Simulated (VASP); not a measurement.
A run of VASP 6.6.1:

The input INCAR:

```
SYSTEM = Yb
PREC = Accurate ; ENCUT = 520
EDIFF = 1E-6 ; ISMEAR = -1
SIGMA = 0.05 ; LREAL = .FALSE.
LASPH = .TRUE. ; NELM = 150
ALGO = Normal ; ISIF = 2
LWAVE = .FALSE. ; LCHARG = .FALSE.
ISPIN = 2 ; MAGMOM = 1
LORBIT = 11 ; LMAXMIX = 6
GGA = RP ; NBANDS = 22
```

Contents of KPOINTS:

```
regular mesh
0
G
  17 17 17
  0 0 0
```

File POSCAR:

```
Yb
1.0
    0.0000000000      2.6478209083      2.6478209083
    2.6478209083      0.0000000000      2.6478209083
    2.6478209083      2.6478209083      0.0000000000
Yb
1
Direct
    0.0000000000      0.0000000000      0.0000000000
```

Potentials or basis: VASP PAW PBE potentials, release 64 (Yb).

The run is started by

```console
$ cat potpaw_PBE.64/Yb/POTCAR > POTCAR
$ mpirun -np 1 vasp_std > vasp.out
```

Hardware: 1 thread of Intel(R) Xeon(R) Platinum 8488C (Sapphire Rapids), on a shared host.

Question: Estimate the wall time of this run.

Answer: Run time: 12 min on 1 thread of Intel(R) Xeon(R) Platinum 8488C (Sapphire Rapids), with other jobs on the host, peak memory 0.35 GiB. Counts: scf iterations 45, k points 165.
